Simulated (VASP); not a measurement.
Co:

```
Co
1.0
     0.00000    2.39693    2.39693
     2.39693    0.00000    2.39693
     2.39693    2.39693    0.00000
Co
2
Direct
  0.12500 0.12500 0.12500
  0.87500 0.87500 0.87500
```

Base run:

| Property | Result |
| --- | --- |
| Program | VASP 6.6.1 |
| Functional | LDA |
| Potentials or basis | VASP PAW LDA potentials, release 64 (Co_sv) |
| Cutoff | 600 eV |
| k mesh | 11 × 11 × 11 |
| Occupations | fermi-dirac, width 0.1 eV |
| Spin | no spin polarisation |

Its results: band gap on the k mesh zero (band 17 reaches 8.71 eV, above the bottom of band 18 at 7.94 eV); pressure -2.7 GPa.

The run is repeated on the same cell with these changes: potentials or basis from VASP PAW LDA potentials, release 64 (Co_sv) to VASP PAW LDA potentials, release 64 (Co); cutoff from 600 eV to 520 eV; further incar settings from ALGO = Normal; EDIFF = 1e-06; NBANDS = 24 to ALGO = Normal; EDIFF = 1e-06; NBANDS = 16; valence electrons from 34 to 18. What comes out?

Band gap on the k mesh zero (band 9 reaches 7.43 eV, above the bottom of band 10 at 6.67 eV); pressure -1.7 GPa.

Caveats: the run has no spin polarisation, though such a crystal can be magnetic.
